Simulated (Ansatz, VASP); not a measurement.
# One calculation of Cu, two programs

```
Cu
1.0
     2.46100    0.00000    0.00000
     1.23050    2.13129    0.00000
     0.00000    0.00000   26.05639
Cu
7
Direct
  0.00000 0.00000 0.26529
  0.33333 0.33333 0.34323
  0.66667 0.66667 0.42153
  0.00000 0.00000 0.50000
  0.33333 0.33333 0.57847
  0.66667 0.66667 0.65677
  0.00000 0.00000 0.73471
```

Alike in both runs: functional LDA; k mesh 24 × 24 × 1; occupations gaussian, width 0.1 eV; no spin polarisation.

Ansatz relaxed the structure, and its values are those at the end. VASP's run is a single point on that final structure, the one shown.

```csv
,VASP,Ansatz
version,VASP 6.6.1,Ansatz 0.2.0
potentials or method,"VASP PAW LDA potentials, release 64 (Cu)","scalar-relativistic, plane waves, PAW"
plane-wave cutoff (eV),520,420
valence electrons in the cell,77,133
```

```csv
,VASP,Ansatz,Ansatz less VASP
gap on the k mesh at the Fermi level (eV),none,none,-
rms of the force components (eV/Å),0.009,0.001,-0.0084
```

LDA's correlation is that of Perdew and Zunger in VASP and of Perdew and Wang (1992) in Ansatz. A gap of «none» marks a metal or a gap that the smearing closes. VASP's potentials hold 77 valence electrons a cell and Ansatz's 133, so a difference there can come from the potentials and not from the codes. Ansatz's warnings: xc potential rough in thin density.
